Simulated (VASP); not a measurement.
# AlNi (Amm2) in VASP: notebook

Runs on AlNi. Level: PBEsol. Tasks: single point.

Program: VASP 6.6.1. These are calculated values, not measurements. Logs are shortened: lines on timing, memory, paths and dates and some standing lists are left out, and cuts for length are marked.

## (1) The cell of the first run

Symmetry: Amm2, No. 38, orthorhombic system. Conventional cell: a = 2.862 Å, b = 4.047 Å, c = 4.047 Å, α = 90.00°, β = 90.00°, γ = 90.00°. Within 3.1 Å of Al (site symmetry mm2) lie 8 Ni at 2.32 to 2.64 Å and 6 Al at 2.86 Å. Within 3.1 Å of Ni (site symmetry mm2) lie 8 Al at 2.32 to 2.64 Å and 6 Ni at 2.86 Å.

## (2) Single point, PBEsol (atoms displaced along several vibrational modes)

File INCAR:

```
SYSTEM = AlNi
PREC     = Accurate       ! precision mode
ENCUT    = 520            ! plane-wave cutoff, eV
EDIFF    = 1E-7           ! SCF threshold, eV
ISMEAR   = 0              ! smearing method
SIGMA    = 0.15           ! smearing width, eV
LREAL    = .False.        ! projectors in reciprocal space
LASPH    = .True.         ! aspherical terms in the spheres
NELM     = 60             ! most SCF steps
ALGO     = Fast           ! electronic algorithm
ISIF     = 2              ! what is computed and relaxed
LWAVE    = .False.        ! write WAVECAR
LCHARG   = .False.        ! write CHGCAR
GGA      = PS             ! functional
NBANDS   = 14             ! bands
```

File KPOINTS:

```
regular mesh
0
Gamma
  16 16 16
  0 0 0
```

File POSCAR:

```
AlNi
1.0
    2.8618233745      0.0000000000      0.0000000000
    0.0000000000      2.8618233745      0.0000000000
    0.0000000000      0.0000000000      2.8618233745
Al Ni
1 1
Direct
   -0.0331956196     -0.0331956196      0.0000000000
    0.5152601295      0.5152601295      0.5000000000
```

Potentials or basis: VASP PAW PBE potentials, release 64 (Al, Ni).

Started as:

```console
$ cat potpaw_PBE.64/Al/POTCAR potpaw_PBE.64/Ni/POTCAR > POTCAR
$ mpirun -np 1 vasp_std > vasp.out
```

OUTCAR:

```text
SYSTEM = AlNi
   PREC = Accurate
   ENCUT = 520
   EDIFF = 1E-7
   ISMEAR = 0
   LREAL = .False.
   LASPH = .True.
   NELM = 60
   ISIF = 2
   GGA = PS

 ion  position               nearest neighbor table
   1  0.967  0.967  0.000-   2 2.32   2 2.32   2 2.49   2 2.49   2 2.49   2 2.49   2 2.64   2 2.64

   2  0.515  0.515  0.500-   1 2.32   1 2.32   1 2.49   1 2.49   1 2.49   1 2.49   1 2.64   1 2.64

  LATTYP: Found a simple cubic cell.
 ALAT       =     2.8618233745

  Lattice vectors:

 A1 = (   2.8618233745,   0.0000000000,   0.0000000000)
 A2 = (   0.0000000000,   2.8618233745,   0.0000000000)
 A3 = (   0.0000000000,   0.0000000000,   2.8618233745)

Analysis of symmetry for initial positions (statically):
=====================================================================
 Subroutine PRICEL returns:
 Original cell was already a primitive cell.

 Routine SETGRP: Setting up the symmetry group for a
 simple cubic supercell.

 Subroutine GETGRP returns: Found  4 space group operations
 (whereof  4 operations were pure point group operations)
 out of a pool of 48 trial point group operations.

The static configuration has the point symmetry C_2v.

Analysis of symmetry for dynamics (positions and initial velocities):
=====================================================================
 Subroutine PRICEL returns:
 Original cell was already a primitive cell.

 Routine SETGRP: Setting up the symmetry group for a
 simple cubic supercell.

 Subroutine GETGRP returns: Found  4 space group operations
 (whereof  4 operations were pure point group operations)
 out of a pool of 48 trial point group operations.

The dynamic configuration has the point symmetry C_2v.

 Subroutine INISYM returns: Found  4 space group operations
 (whereof  4 operations are pure point group operations),
 and found     1 'primitive' translations

----------------------------------------------------------------------------------------

                                     Primitive cell

  volume of cell :      23.4384

  direct lattice vectors                    reciprocal lattice vectors
     2.861823375  0.000000000  0.000000000     0.349427574  0.000000000  0.000000000
     0.000000000  2.861823375  0.000000000     0.000000000  0.349427574  0.000000000
     0.000000000  0.000000000  2.861823375     0.000000000  0.000000000  0.349427574

  length of vectors
     2.861823375  2.861823375  2.861823375     0.349427574  0.349427574  0.349427574

  position of ions in fractional coordinates (direct lattice)
     0.966804380  0.966804380  0.000000000
     0.515260129  0.515260129  0.500000000

  ion indices of the primitive-cell ions
   primitive index   ion index
                 1           1
                 2           2

----------------------------------------------------------------------------------------

 KPOINTS: regular mesh

Automatic generation of k-mesh.
 Grid dimensions read from file:
 generate k-points for:   16   16   16

 Generating k-lattice:

  Cartesian coordinates                     Fractional coordinates (reciprocal lattice)
     0.021839223  0.000000000  0.000000000     0.062500000  0.000000000  0.000000000
     0.000000000  0.021839223  0.000000000     0.000000000  0.062500000  0.000000000
     0.000000000  0.000000000  0.021839223     0.000000000  0.000000000  0.062500000

  Length of vectors
     0.021839223  0.021839223  0.021839223

  Shift w.r.t. Gamma in fractional coordinates (k-lattice)
     0.000000000  0.000000000  0.000000000

 Subroutine IBZKPT returns following result:
 ===========================================

 Found    657 irreducible k-points:

 Following reciprocal coordinates:
            Coordinates               Weight
  0.000000  0.000000  0.000000      1.000000
  0.062500  0.000000  0.000000      4.000000
  0.000000  0.000000  0.062500      2.000000
  0.125000  0.000000  0.000000      4.000000
  0.000000  0.000000  0.125000      2.000000
  0.187500  0.000000  0.000000      4.000000
[... 16 lines left out ...]
  0.062500  0.000000  0.125000      8.000000
 -0.062500  0.125000  0.000000      4.000000
 [... further k-points ...]
   k-points           NKPTS =    657   k-points in BZ     NKDIM =    657   number of bands    NBANDS=     14
   number of dos      NEDOS =    301   number of ions     NIONS =      2
   total plane-waves  NPLWV =  13824
   dimension x,y,z NGX =    24 NGY =   24 NGZ =   24
   dimension x,y,z NGXF=    48 NGYF=   48 NGZF=   48
   ions per type =               1   1
   NGX,Y,Z   is equivalent  to a cutoff of  13.94, 13.94, 13.94 a.u.
   NGXF,Y,Z  is equivalent  to a cutoff of  27.88, 27.88, 27.88 a.u.
 SYSTEM =  AlNi
   PREC   = accura    normal or accurate (medium, high low for compatibility)
   ISTART =      0    job   : 0-new  1-cont  2-samecut
   ICHARG =      2    charge: 1-file 2-atom 10-const
   ISPIN  =      1    spin polarized calculation?
   LNONCOLLINEAR =      F non collinear calculations
   LSORBIT =      F    spin-orbit coupling
   LASPH  =      T    aspherical Exc in radial PAW
   ENCUT  =  520.0 eV  38.22 Ry    6.18 a.u.   5.32  5.32  5.32*2*pi/ulx,y,z
   NELM   =     60;   NELMIN=  2; NELMDL= -5     # of ELM steps
   EDIFF  = 0.1E-06   stopping-criterion for ELM
   LREAL  =      F    real-space projection
   EDIFFG = 0.1E-05   stopping-criterion for IOM
   NSW    =      0    number of steps for IOM
   IBRION =     -1    ionic relax: 0-MD 1-quasi-New 2-CG
   NFREE  =      0    steps in history (QN), initial steepest desc. (CG)
   ISIF   =      2    stress and relaxation
   ISYM   =      2    0-nonsym 1-usesym 2-fastsym
   POTIM  = 0.5000    time-step for ionic-motion
   TEBEG  =    0.0;   TEEND  =   0.0 temperature during run
   PSTRESS=    0.0 pullay stress
   NELECT =      13.0000    total number of electrons
   NUPDOWN=      -1.0000    fix difference up-down
   EMIN   =  10.00;   EMAX   =-10.00  energy-range for DOS
   EFERMI =   0.00;   METHOD = LEGACY
   ISMEAR =     0;   SIGMA  =   0.15  broadening in eV -4-tet -1-fermi 0-gaus
   EFERMI_NEDOS =   21; number of points for ismear=-14 and -15
   IALGO  =     68    algorithm
   IMIX   =      4    mixing-type and parameters
     AMIX     =   0.40;   BMIX     =  1.00
     AMIX_MAG =   1.60;   BMIX_MAG =  1.00
  volume/ion in A,a.u.               =      11.72        79.09
  Fermi-wavevector in a.u.,A,eV,Ry     =   1.345075  2.541823 24.616019  1.809226
  Thomas-Fermi vector in A             =   2.473017
   LORBIT       =      0    0 simple, 1 ext, 2 COOP (PROOUT), +10 PAW based schemes
   GGA     = PS    functional components
   LHFCALC =     F    Hartree Fock is set to
   AEXX    =    0.0000 exact exchange contribution
   IVDW    =     0    specifies the selected vdW correction
   LEPSILON=     F    determine dielectric tensor
   LRPA    =     F    only Hartree local field effects (RPA)
 non-spin polarized calculation
 RMM-DIIS sequential band-by-band and
 Gauss-broadening in eV      SIGMA  =   0.15
  energy-cutoff  :      520.00
  volume of cell :       23.44
 maximum number of plane-waves:       655
 NGX is ok and might be reduce to    24
   NGX = 11   NGY = 11   NGZ = 11

 number of electron      13.0000002 magnetization

 Free energy of the ion-electron system (eV)
  ---------------------------------------------------
  ext. energy  EPLUGINS =         0.00000000
  ---------------------------------------------------
  free energy    TOTEN  =       -11.46703102 eV

  energy without entropy =      -11.45862541  energy(sigma->0) =      -11.46282821

 E-fermi :  10.1513     XC(G=0): -12.2535

 val. band max:       10.1504754612   @ k =   0.1875   0.1875   0.3750
 cond. band min:      10.1531024102   @ k =  -0.4375   0.4375   0.2500
 fundamental gap:      0.0026269490
 Fermi energy:        10.1513164316

 k-point     1 :       0.0000    0.0000    0.0000
  band No.  band energies     occupation
      1      -1.1109      2.00000
      2       6.7732      2.00000
      3       6.7950      2.00000
      4       8.5064      2.00000
      5       8.5557      2.00000
      6       8.5643      2.00000
      7      15.7114      0.00000
      8      15.7554      0.00000
      9      15.8149      0.00000
     10      18.4254      0.00000
     11      18.4379      0.00000
     12      23.9847      0.00000
     13      30.9684      0.00000
     14      30.9991      0.00000

 k-point     2 :       0.0625    0.0000    0.0000
  band No.  band energies     occupation
      1      -1.0380      2.00000
      2       6.7795      2.00000
      3       6.8016      2.00000
      4       8.4863      2.00000
      5       8.5240      2.00000
      6       8.5554      2.00000
      7      14.9434      0.00000
      8      15.8516      0.00000
      9      15.8882      0.00000
     10      18.4327      0.00000
     11      19.1513      0.00000
     12      24.2297      0.00000
     13      30.2562      0.00000
     14      30.3041      0.00000

 k-point     3 :       0.0000    0.0000    0.0625
  band No.  band energies     occupation
      1      -1.0378      2.00000
      2       6.7694      2.00000
      3       6.8122      2.00000
      4       8.4743      2.00000
      5       8.5312      2.00000
      6       8.5598      2.00000
      7      14.9220      0.00000
      8      15.8096      0.00000
      9      15.9642      0.00000
     10      18.4415      0.00000
     11      19.1226      0.00000
     12      24.2368      0.00000
     13      30.2077      0.00000
     14      30.4508      0.00000

 k-point     4 :       0.1250    0.0000    0.0000
  band No.  band energies     occupation
      1      -0.8200      2.00000
      2       6.7576      2.00000
      3       6.8463      2.00000
      4       8.4068      2.00000
      5       8.4363      2.00000
      6       8.5549      2.00000
      7      13.5541      0.00000
      8      16.1331      0.00000
      9      16.1662      0.00000
     10      18.4449      0.00000
     11      20.2825      0.00000
     12      25.0043      0.00000
     13      28.8787      0.00000
     14      28.8789      0.00000

 k-point     5 :       0.0000    0.0000    0.1250
  band No.  band energies     occupation
      1      -0.8194      2.00000
      2       6.7445      2.00000
      3       6.8614      2.00000
      4       8.3875      2.00000
      5       8.4398      2.00000
      6       8.5695      2.00000
      7      13.5358      0.00000
      8      16.0967      0.00000
      9      16.2436      0.00000
     10      18.4523      0.00000
     11      20.2266      0.00000
[... 276 lines left out ...]
 k-point    22 :       0.0000    0.1250    0.0625
  band No.  band energies     occupation
      1      -0.7475      2.00000
      2       6.7727      2.00000
      3       6.8497      2.00000
      4       8.3692      2.00000
      5       8.4382      2.00000
      6       8.5252      2.00000
      7      13.6099      0.00000
      8      15.3166      0.00000
      9      16.3068      0.00000
     10      18.9240      0.00000
     11      20.6063      0.00000
     12      25.1686      0.00000
     13      27.9951      0.00000
     14      28.9246      0.00000

 k-point    23 :       0.0625    0.0000    0.1250
  band No.  band energies     occupation
      1      -0.7471      2.00000
      2       6.7609      2.00000
      3       6.8631      2.00000
      4       8.3628      2.00000
      5       8.4287      2.00000
      6       8.5403      2.00000
      7      13.5925      0.00000
      8      15.3376      0.00000
      9      16.3127      0.00000
     10      18.9379      0.00000
     11      20.5630      0.00000
     12      25.1844      0.00000
     13      28.0148      0.00000
     14      28.9802      0.00000

 k-point    24 :      -0.0625    0.1250    0.0000
  band No.  band energies     occupation
      1      -0.7478      2.00000
      2       6.7753      2.00000
      3       6.8458      2.00000
      4       8.4011      2.00000
      5       8.4123      2.00000
      6       8.5215      2.00000
      7      13.5930      0.00000
      8      15.3903      0.00000
      9      16.2277      0.00000
     10      18.9534      0.00000
     11      20.5954      0.00000
     12      25.2085      0.00000
     13      27.9798      0.00000
     14      28.9245      0.00000

 [... further k-points ...]

------------------------ aborting loop because EDIFF is reached ----------------------------------------

  FORCE on cell =-STRESS in cart. coord.  units (eV):
  Direction    XX          YY          ZZ          XY          YZ          ZX
  --------------------------------------------------------------------------------------
  -------------------------------------------------------------------------------------
  Total        0.3702403      0.3702403      0.5439235      0.4278103      0.0000000      0.0000000
  in kB       25.3084665     25.3084665     37.1809032     29.2437700      0.0000000      0.0000000
  external PRESSURE =      29.2659454 kB  Pullay stress =       0.0000000 kB

 VOLUME and BASIS-vectors are now :
 -----------------------------------------------------------------------------
  energy-cutoff  :      520.00
  volume of cell :       23.44
      direct lattice vectors                 reciprocal lattice vectors
     2.861823375  0.000000000  0.000000000     0.349427574  0.000000000  0.000000000
     0.000000000  2.861823375  0.000000000     0.000000000  0.349427574  0.000000000
     0.000000000  0.000000000  2.861823375     0.000000000  0.000000000  0.349427574

 POSITION                                       TOTAL-FORCE (eV/Angst)
 -----------------------------------------------------------------------------------
      2.76682      2.76682      0.00000         0.923794      0.923794      0.000000
      1.47458      1.47458      1.43091        -0.923794     -0.923794      0.000000
 -----------------------------------------------------------------------------------
    total drift:                                0.000412      0.000412     -0.000014

  FREE ENERGIE OF THE ION-ELECTRON SYSTEM (eV)
  ---------------------------------------------------
  free  energy   TOTEN  =       -11.4670310156 eV

  energy  without entropy=      -11.4586254142  energy(sigma->0) =      -11.46282821
```

Run time: 74 s. Hardware: 1 thread of Intel Xeon 6975P-C (Granite Rapids), shared host; peak memory 0.33 GiB.

Results:

| Quantity | Value |
| --- | --- |
| Free energy | -11.4670 eV |
| Pressure | 2.9 GPa |
| Largest force | 1.306 eV/Å |
| Band gap on the k mesh | zero (an odd number of electrons rules out a gap without spin polarisation) |

Forces on the atoms (eV/Å):
```
Al   0.924  0.924  0.000
Ni  -0.924 -0.924  0.000
```

Caveat: the cell differs from its parent crystal (atoms displaced along several vibrational modes); the PAW data sets were made with another functional, which shifts forces and pressure a little. Spin polarisation is off, so any magnetic state and its effect on volume and gap are missing.

(Continued in part 2 of 2.)
